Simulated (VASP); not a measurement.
Write the native input for VASP 6.6.1 that does the following.

| Item | Value |
| --- | --- |
| Task | single point |
| Functional | RPBE |
| Potentials or basis | VASP PAW PBE potentials, release 64 (Te, Sn_d) |
| Cutoff | 520 eV |
| k mesh | 7 × 7 × 7 |
| Occupations | fermi-dirac, width 0.05 eV |
| Spin | no spin polarisation |
| Dipole correction | no |
| Further INCAR settings | ALGO = Normal; EDIFF = 1e-07; NBANDS = 17 |

The structure of SnTe lies in POSCAR:

```
SnTe
1.0
    0.0000000000      3.6111460000      3.6111460000
    3.6111460000      0.0000000000      3.6111460000
    3.6111460000      3.6111460000      0.0000000000
Te Sn
1 1
Direct
    0.2500000000      0.2500000000      0.2500000000
    0.0000000000      0.0000000000      0.0000000000
```

These files were run (other wordings do the same):

INCAR

```
SYSTEM = SnTe
PREC = Accurate
ENCUT = 520
EDIFF = 1E-7
ISMEAR = -1
SIGMA = 0.05
LREAL = .False.
LASPH = .True.
NELM = 60
ALGO = Normal
ISIF = 2
LWAVE = .False.
LCHARG = .False.
GGA = RP
NBANDS = 17
```

KPOINTS

```
Automatic mesh
0
Gamma
  7 7 7
  0 0 0
```

Potentials or basis: VASP PAW PBE potentials, release 64 (Te, Sn_d).

Launch:

```bash
$ cat potpaw_PBE.64/Te/POTCAR potpaw_PBE.64/Sn_d/POTCAR > POTCAR
$ mpirun -np 1 vasp_std > vasp.out
```

Results of the run:

| Quantity | Value |
| --- | --- |
| Pressure | 0.9 GPa |
| Band gap on the k mesh | 0.42 eV, indirect (least direct gap 0.89 eV) |

Caveat: the PAW data sets were made with another functional, which shifts forces and pressure a little; spin-orbit coupling is left out, which moves the levels of the heavy elements.

Run time: 20 s on 1 thread of Intel(R) Xeon(R) 6975P-C (Granite Rapids), on a shared host, peak memory 0.24 GiB.
